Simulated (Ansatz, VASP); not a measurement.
## Two plane-wave programs on TaN

File INCAR:

```
SYSTEM = TaN
ALGO = Normal
EDIFF = 1E-6
ENCUT = 520
GGA = PS
ISIF = 2
ISMEAR = 0
LASPH = .TRUE.
LCHARG = .TRUE.
LELF = .TRUE.
LREAL = .FALSE.
LVHAR = .TRUE.
LWAVE = .FALSE.
NBANDS = 33
NELM = 80
PREC = Accurate
SIGMA = 0.15
```

File KPOINTS:

```
k-points
0
G
  12 12 16
  0 0 0
```

The input POSCAR:

```
TaN
1.0
    5.1789208695      0.0000000000      0.0000000000
   -2.5894604347      4.4850770372      0.0000000000
    0.0000000000      0.0000000000      2.8959972730
Ta N
3 3
Direct
    0.3333333333      0.6666666667      0.4629809027
    0.6666666667      0.3333333333      0.4629809027
    0.0000000000      0.0000000000      0.0776934433
    0.3933709412      0.0000000000     -0.0157399759
    0.6066290588      0.6066290588     -0.0157399759
    0.0000000000      0.3933709412     -0.0157399759
```

Input for Ansatz:

```yaml
crystal:
  lattice:
    - [5.1789208695, 0.0, 0.0]
    - [-2.5894604347, 4.4850770372, 0.0]
    - [0.0, 0.0, 2.895997273]
  atoms:
    - { symbol: Ta, position: [0.3333333333, 0.6666666667, 0.4629809027] }
    - { symbol: Ta, position: [0.6666666667, 0.3333333333, 0.4629809027] }
    - { symbol: Ta, position: [0.0, 0.0, 0.0776934433] }
    - { symbol: "N", position: [0.3933709412, 0.0, -0.0157399759] }
    - { symbol: "N", position: [0.6066290588, 0.6066290588, -0.0157399759] }
    - { symbol: "N", position: [0.0, 0.3933709412, -0.0157399759] }
basis:
  ecutwfc: 420
kpoints:
  mp_grid: { grid: [12, 12, 16] }
hamiltonian:
  xc: pbesol
scf:
  occupations: { method: gaussian, width: 0.15 }
output:
  forces: true
  stress: true
  eigenvalues: true
```

Change from the starting cell: mode 4 (148.0 1/cm) frozen in, largest displacement +0.225 Å.

Alike in both runs: task single point; functional PBEsol; k mesh 12 × 12 × 16; occupations gaussian, width 0.15 eV; no spin polarisation.

|  | VASP | Ansatz |
| --- | --- | --- |
| version | VASP 6.6.1 | Ansatz 0.2.0 |
| potentials or method | VASP PAW PBE potentials, release 64 (Ta_pv, N), cutoff 520 eV | scalar-relativistic, plane waves, PAW |
| valence electrons in the cell | 48 | 54 |

|  | VASP | Ansatz | Ansatz less VASP |
| --- | --- | --- | --- |
| gap on the k mesh at the Fermi level (eV) | none | none | - |
| pressure (GPa) | 2.1 | 1.2 | -0.88 |
| traceless stress, the component that is largest in VASP (GPa) | -1.53 | -1.50 | +0.026 |
| rms of the force components (eV/Å) | 0.867 | 0.869 | +0.0019 |

VASP's potentials were made for PBE, not for PBEsol. Atom by atom the forces differ by 0.009 eV/Å (rms over components). A gap of «none» marks a metal or a gap that the smearing closes. VASP's potentials hold 48 valence electrons a cell and Ansatz's 54, so a difference there can come from the potentials and not from the codes.

Neither program's run includes spin-orbit coupling.
